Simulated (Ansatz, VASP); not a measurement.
One calculation of BP, two programs

Contents of INCAR:

```
SYSTEM = BP
PREC = Accurate
ENCUT = 500
EDIFF = 1E-6
ISMEAR = 0
SIGMA = 0.02
LREAL = .FALSE.
LASPH = .TRUE.
NELM = 120
ALGO = Normal
ISIF = 2
LWAVE = .FALSE.
LCHARG = .TRUE.
GGA = PE
IVDW = 12
LELF = .TRUE.
LVHAR = .TRUE.
NBANDS = 11
GGA_COMPAT = .FALSE.
```

Contents of KPOINTS:

```
Automatic mesh
0
G
  10 10 10
  0 0 0
```

Contents of POSCAR:

```
BP
1.0
    0.0000000000      2.1839881619      2.1839881619
    2.1839881619      0.0000000000      2.1839881619
    2.1839881619      2.1839881619      0.0000000000
B P
1 1
Direct
    0.0000000000      0.0000000000      0.0000000000
    0.2500000000      0.2500000000      0.2500000000
```

Input for Ansatz:

```yaml
crystal:
  lattice:
    - [0.0, 2.1839881619, 2.1839881619]
    - [2.1839881619, 0.0, 2.1839881619]
    - [2.1839881619, 2.1839881619, 0.0]
  atoms:
    - { symbol: B, position: [0.0, 0.0, 0.0] }
    - { symbol: P, position: [0.25, 0.25, 0.25] }
basis:
  ecutwfc: 420
kpoints:
  mp_grid: { grid: [10, 10, 10] }
hamiltonian:
  xc: pbe
  dispersion: d3bj
scf:
  occupations: { method: gaussian, width: 0.02 }
output:
  forces: true
  stress: true
  eigenvalues: true
  write_density: true
  write_potential: true
  elf: true
  volumetric_format: npy
```

Alike in both runs: task single point; functional PBE; dispersion D3(BJ); k mesh 10 × 10 × 10; occupations gaussian, width 0.02 eV; no spin polarisation.

|  | VASP | Ansatz |
| --- | --- | --- |
| version | VASP 6.6.1 | Ansatz 0.2.0 |
| potentials or method | VASP PAW PBE potentials, release 64 (B, P), cutoff 500 eV | scalar-relativistic, plane waves, PAW |
| valence electrons in the cell | 8 | 8 |

|  | VASP | Ansatz | Ansatz less VASP |
| --- | --- | --- | --- |
| gap on the k mesh at the Fermi level (eV) | 1.08 | 1.08 | +0.006 |
| least direct gap on the mesh (eV) | 3.60 | 3.60 | +0.005 |
| pressure (GPa) | 18.8 | 19.2 | +0.36 |
